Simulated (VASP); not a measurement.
# Bi: relaxation of cell and atoms with revPBE

Crystal: Bi.

```
Bi
1.0
    -1.98143    1.98143    1.98143
     1.98143   -1.98143    1.98143
     1.98143    1.98143   -1.98143
Bi
1
Direct
  0.00000 0.00000 0.00000
```

| Quantity | Value |
| --- | --- |
| Program | VASP 6.6.1 |
| Task | relaxation of cell and atoms |
| Functional | revPBE |
| Potentials or basis | VASP PAW PBE potentials, release 64 (Bi_d) |
| Cutoff | 600 eV |
| k mesh | 9 × 9 × 9 |
| Occupations | fermi-dirac, width 0.05 eV |
| Spin | no spin polarisation |
| Dipole correction | no |
| Further INCAR settings | ALGO = Fast; EDIFF = 1e-06; IBRION = 2; EDIFFG = -0.01; NSW = 60; ISIF = 3 |

| Item | Value |
| --- | --- |
| Relaxed volume | 32.21 Å³/atom |
| Relaxed cell | a = 3.472 Å, b = 3.472 Å, c = 3.472 Å, α = 109.47°, β = 109.47°, γ = 109.47° |
| Space group after relaxing (to 0.05 Å) | Im-3m (No. 229) |
| Energy gained by relaxing | 6.2 meV/atom |
| Ionic steps | 3 |
| Pressure after relaxing | 0.0 GPa |

Step by step:
```
step  energy change (eV)  largest force (eV/Å)  pressure (GPa)  volume (Å³)
   1              0.0000                0.0000            1.90        31.12
   2             -0.0046                0.0000           -0.89        32.81
   3             -0.0062                0.0000            0.03        32.21
```

Final structure:
```yaml
crystal:
  lattice:
    - [-2.00441, 2.00441, 2.00441]
    - [2.00441, -2.00441, 2.00441]
    - [2.00441, 2.00441, -2.00441]
  atoms:
    - { symbol: Bi, position: [0.00000, 0.00000, 0.00000] }
```

Levels at points of the mesh, in eV from the Fermi level:
| k point | band 3 | band 4 | band 5 | band 6 | band 7 | band 8 | band 9 | band 10 | band 11 |
| --- | --- | --- | --- | --- | --- | --- | --- | --- | --- |
| (0.00, 0.00, 0.00) | -23.04 | -22.92 | -22.92 | -13.26 | 4.92 | 4.92 | 4.92 | 8.70 | 10.47 |

It took 21 s on 1 thread of AMD EPYC 9R45 96-Core Processor (Zen 5), on a shared host, peak memory 0.13 GiB.

Caveat: the PAW data sets were made with another functional, which shifts forces and pressure a little; spin-orbit coupling is left out, which moves the levels of the heavy elements.
